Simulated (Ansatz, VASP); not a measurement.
# Two plane-wave programs on Ta2NbO2

Contents of INCAR:

```
SYSTEM = Ta2NbO2
ALGO = Normal
EDIFF = 1E-6
EDIFFG = -0.04
ENCUT = 600
GGA = PE
IBRION = 2
ISIF = 3
ISMEAR = 0
LASPH = .True.
LCHARG = .False.
LREAL = .False.
LWAVE = .False.
NELM = 60
NSW = 90
PREC = Accurate
SIGMA = 0.1
```

Contents of KPOINTS:

```
k-points
0
Gamma
  4 4 6
  0 0 0
```

File POSCAR:

```
Ta2NbO2
1.0
    4.7002540600      0.0000000000      0.0000000000
    0.0000000000      4.7002540600      0.0000000000
    0.0000000000      0.0000000000      3.1937455900
Ta Nb O
2 1 2
Direct
    0.0000000000      0.5000000000      0.0000000000
    0.5000000000      0.0000000000      0.0000000000
    0.5000000000      0.5000000000      0.0000000000
    0.0000000000      0.5000000000      0.5000000000
    0.5000000000      0.0000000000      0.5000000000
```

Input for Ansatz:

```yaml
crystal:
  lattice:
    - [4.70025406, 0.0, 0.0]
    - [0.0, 4.70025406, 0.0]
    - [0.0, 0.0, 3.19374559]
  atoms:
    - { symbol: Ta, position: [0.0, 0.5, 0.0] }
    - { symbol: Ta, position: [0.5, 0.0, 0.0] }
    - { symbol: Nb, position: [0.5, 0.5, 0.0] }
    - { symbol: O, position: [0.0, 0.5, 0.5] }
    - { symbol: O, position: [0.5, 0.0, 0.5] }
basis:
  ecutwfc: 420
kpoints:
  mp_grid: { grid: [4, 4, 6] }
hamiltonian:
  xc: pbe
scf:
  occupations: { method: gaussian, width: 0.1 }
  lower_state_search: "off"
output:
  forces: true
  stress: true
  eigenvalues: true
relax:
  adjacent_minimum: "off"
  f_tol: 0.04
  max_steps: 70
  cell: { stress_tol: 0.4 }
```

Alike in both runs: task relaxation of cell and atoms; functional PBE; k mesh 4 × 4 × 6; occupations gaussian, width 0.1 eV; no spin polarisation.

```csv
,VASP,Ansatz
version,VASP 6.6.1,Ansatz 0.2.0
potentials or method,"VASP PAW PBE potentials, release 64 (Ta_pv, Nb_sv, O), cutoff 600 eV","scalar-relativistic, plane waves, PAW"
valence electrons in the cell,47,51
```

|  | VASP | Ansatz | Ansatz less VASP |
| --- | --- | --- | --- |
| gap on the k mesh at the Fermi level, each at its own relaxed structure (eV) | none | none | - |
| relaxed volume (Å³/atom) | 20.77 | 20.81 | +0.034 |
| relaxed cell length with the largest relative difference (Å) | 5.159 | 5.162 | +0.0034 |

A gap of «none» marks a metal or a gap that the smearing closes. VASP's potentials hold 47 valence electrons a cell and Ansatz's 51, so a difference there can come from the potentials and not from the codes.

Neither program's run includes spin-orbit coupling. Noted on VASP's run: the volume moved by over 15 % at a fixed basis, so the end points are rough.
